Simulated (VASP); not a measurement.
Set up this calculation in VASP 6.6.1, as the native input.

```
Task                   : single point
Functional             : PBEsol
Potentials or basis    : VASP PAW PBE potentials, release 64 (Ir)
Cutoff                 : 520 eV
k mesh                 : 13 × 13 × 13
Occupations            : fermi-dirac, width 0.05 eV
Spin                   : no spin polarisation
Dipole correction      : no
Further INCAR settings : ALGO = Normal; EDIFF = 1e-07; NBANDS = 16
```

The structure of Ir lies in POSCAR:

```
Ir
1.0
    0.0000000000      2.3849528477      2.3849528477
    2.3849528477      0.0000000000      2.3849528477
    2.3849528477      2.3849528477      0.0000000000
Ir
2
Direct
   -0.1250000000     -0.1250000000     -0.1250000000
    0.1250000000      0.1250000000      0.1250000000
```

This cell differs from its parent crystal: volume scaled by 0.65.

One way to write it, as run:

INCAR

```
SYSTEM = Ir
PREC     = Accurate       ! precision mode
ENCUT    = 520            ! plane-wave cutoff, eV
EDIFF    = 1E-7           ! SCF threshold, eV
ISMEAR   = -1             ! smearing method
SIGMA    = 0.05           ! smearing width, eV
LREAL    = .False.        ! projectors in reciprocal space
LASPH    = .True.         ! aspherical terms in the spheres
NELM     = 100            ! most SCF steps
ALGO     = Normal         ! electronic algorithm
ISIF     = 2              ! what is computed and relaxed
LWAVE    = .False.        ! write WAVECAR
LCHARG   = .False.        ! write CHGCAR
GGA      = PS             ! functional
NBANDS   = 16             ! bands
```

KPOINTS

```
regular mesh
0
Gamma
  13 13 13
  0 0 0
```

Potentials or basis: VASP PAW PBE potentials, release 64 (Ir).

Launch:

```bash
$ cat potpaw_PBE.64/Ir/POTCAR > POTCAR
$ mpirun -np 1 vasp_std > vasp.out
```

It gave:

```
Pressure               : 225.9 GPa
Band gap on the k mesh : zero (band 9 reaches 13.90 eV, above the bottom of band 10 at 10.83 eV)
```

Caveat: the PAW data sets were made with another functional, which shifts forces and pressure a little; spin-orbit coupling is left out, which moves the levels of the heavy elements.

It took 60 s on 1 thread of AMD EPYC 7R13, on a shared host, peak memory 0.15 GiB.
